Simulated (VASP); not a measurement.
Wanted: the native input for a VASP 6.6.1 run.

```yaml
Task: single point
Functional: PBEsol
Potentials_or_basis: VASP PAW PBE potentials, release 64 (Li_sv, Au)
Cutoff: 520 eV
k_mesh: 3 × 3 × 1
Occupations: gaussian, width 0.1 eV
Spin: no spin polarisation
Dipole_correction: no
Further_INCAR_settings: LREAL = Auto; ALGO = Normal; EDIFF = 1e-06; NBANDS = 44
```

The structure of Li16Au lies in POSCAR:

```
Li16Au
1.0
    6.9800000000      0.0000000000      0.0000000000
    3.4900000000      4.9356050000      0.0000000000
    0.0000000000      0.0000000000     19.4034080000
Li Au
16 1
Direct
   -0.2500000000      0.5000000000      0.0515373000
    0.2500000000      0.5000000000      0.0515373000
   -0.2500000000      1.0000000000      0.0515373000
    0.2500000000      1.0000000000      0.0515373000
    0.0030729936      0.0003791225      0.1704187555
    0.4965752701      0.0007922412      0.1702824841
    0.0012336018      0.4975092428      0.1734401136
    0.4999129645      0.5007124216      0.1719428263
   -0.2606407653      0.4919105620      0.3024176148
    0.2700840056      0.4921964152      0.3023048067
   -0.2381218870      0.9768700917      0.2897236534
    0.2418592837      1.0182498589      0.2904453455
    0.0298076880     -0.0264254382      0.4115202307
    0.4979388351     -0.0253401783      0.4116324173
   -0.0028441516      0.5079282549      0.4332853755
    0.5319000891      0.4362760083      0.4419842303
    0.7706602662      0.9610098975      0.4961561487
```

These files were run (other wordings do the same):

INCAR

```
PREC = Accurate
ENCUT = 520
EDIFF = 1E-6
ISMEAR = 0
SIGMA = 0.1
LREAL = Auto
LASPH = T
NELM = 100
ALGO = Normal
ISIF = 2
LWAVE = F
LCHARG = F
GGA = PS
NBANDS = 44
```

KPOINTS

```
Automatic mesh
0
Gamma
  3 3 1
```

Potentials or basis: VASP PAW PBE potentials, release 64 (Li_sv, Au).

Run with:

```sh
$ cat potpaw_PBE.64/Li_sv/POTCAR potpaw_PBE.64/Au/POTCAR > POTCAR
$ mpirun -np 1 vasp_std > vasp.out
```

It gave:

The largest force is 0.039 eV/Å.

Caveat: the k points lie up to 0.42 Å⁻¹ apart; the PAW data sets were made with another functional, which shifts forces and pressure a little.

Run time: 4.6 min on 1 thread of Intel(R) Xeon(R) 6975P-C (Granite Rapids), with other jobs on the host, peak memory 0.73 GiB.
